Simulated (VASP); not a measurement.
Input of a VASP 6.6.1 run:

The input INCAR:

```
SYSTEM = HC20
  PREC = Accurate
  ENCUT = 520
  EDIFF = 1E-6
  ISMEAR = 0
  SIGMA = 0.05
  LREAL = Auto
  LASPH = .TRUE.
  NELM = 60
  ALGO = Normal
  ISIF = 2
  LWAVE = .FALSE.
  LCHARG = .FALSE.
  LDIPOL = .TRUE.
  IDIPOL = 3
  DIPOL = 0.5 0.5 0.290
  NBANDS = 108
```

The input KPOINTS:

```
Automatic mesh
0
G
  4 4 1
  0 0 0
```

File POSCAR:

```
HC20
1.0
    7.2015518731      0.0000000000      0.0000000000
   -3.3194130427      7.7907812636      0.0000000000
    0.0000000000      0.0000000000     22.7916832250
C H
40 2
Direct
    0.2501129010      0.1667043003      0.1755026147
    0.2501129010      0.6667043003      0.1755026147
    0.7501129009      0.1667043003      0.1755026147
    0.7501129009      0.6667043003      0.1755026147
    0.2498870990      0.3332956997      0.1755026147
    0.2498870990      0.8332956997      0.1755026147
    0.7498870990      0.3332956997      0.1755026147
    0.7498870990      0.8332956997      0.1755026147
    0.2501129010      0.4167043003      0.2291325538
    0.2501129010      0.9167043003      0.2291325538
    0.7501129009      0.4167043003      0.2291325538
    0.7501129009      0.9167043003      0.2291325538
    0.2498870990      0.0832956997      0.2291325538
    0.2498870991      0.5832956997      0.2291325538
    0.7498870990      0.0832956997      0.2291325538
    0.7498870990      0.5832956997      0.2291325538
    0.2500458055      0.1676520614      0.2827258575
    0.2500458055      0.6676520614      0.2827258575
    0.7500458055      0.1676520614      0.2827258575
    0.7500458055      0.6676520614      0.2827258575
    0.2499541945      0.3323479386      0.2827258575
    0.2499541945      0.8323479386      0.2827258575
    0.7499541945      0.3323479386      0.2827258575
    0.7499541945      0.8323479386      0.2827258575
    0.2500622594      0.4183368654      0.3365410697
    0.2500622594      0.9183368654      0.3365410697
    0.7500622594      0.4183368654      0.3365410697
    0.7500622594      0.9183368654      0.3365410697
    0.2499377406      0.0816631346      0.3365410697
    0.2499377406      0.5816631346      0.3365410697
    0.7499377406      0.0816631346      0.3365410697
    0.7499377406      0.5816631346      0.3365410697
    0.2501903787      0.1771682769      0.3857408485
    0.2501903787      0.6771682769      0.3857408485
    0.7501903787      0.1771682769      0.3857408485
    0.7501903787      0.6771682769      0.3857408485
    0.2498096213      0.3228317231      0.3857408485
    0.2498096213      0.8228317231      0.3857408485
    0.7498096213      0.3228317231      0.3857408485
    0.7498096213      0.8228317231      0.3857408485
    0.9998096213      0.2136619033      0.4616457293
    0.9998096213      0.4320015429      0.4616457293
```

Potentials or basis: VASP PAW LDA potentials, release 64 (C, H).

Command:

```sh
$ cat potpaw_LDA.64/C/POTCAR potpaw_LDA.64/H/POTCAR > POTCAR
$ mpirun -np 1 vasp_std > vasp.out
```

(1) Predict the largest force.

(2) Estimate the band gap on the k mesh.

## Answers

(1) 6.947 eV/Å.

(2) zero (bands 81 and 82 overlap by 0.02 eV).
